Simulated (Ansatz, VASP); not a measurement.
**Hf2Si3: VASP beside Ansatz**

```
Hf Si
1.0
     4.67954    0.00000    0.00000
     0.00000    4.67954    0.00000
     0.00000    0.00000    4.66158
Hf Si
2 3
Cartesian
  0.0000 2.3398 0.0000
  2.3398 0.0000 0.0000
  0.0000 0.0000 1.2269
  0.0000 0.0000 3.4347
  2.3398 2.3398 2.3308
```

Alike in both runs: functional PBE; k mesh 10 × 10 × 8; occupations gaussian, width 0.1 eV; no spin polarisation.

Ansatz relaxed the structure, and its values are those at the end. VASP's run is a single point on that final structure, the one shown.

|  | VASP | Ansatz |
| --- | --- | --- |
| version | VASP 6.6.1 | Ansatz 0.2.0 |
| potentials or method | VASP PAW PBE potentials, release 64 (Hf_pv, Si), cutoff 520 eV | scalar-relativistic, plane waves, PAW |
| valence electrons in the cell | 32 | 64 |

VASP gave:

```
gap on the k mesh at the Fermi level (eV) : none
pressure (GPa)                            : -0.2
rms of the force components (eV/Å)        : 0.006
```

Question: Which values does Ansatz return?

Answer: gap on the k mesh at the Fermi level (eV): none; pressure (GPa): 0.0; rms of the force components (eV/Å): 0.003.

A gap of «none» marks a metal or a gap that the smearing closes. VASP's potentials hold 32 valence electrons a cell and Ansatz's 64, so a difference there can come from the potentials and not from the codes.

Neither program's run includes spin-orbit coupling.
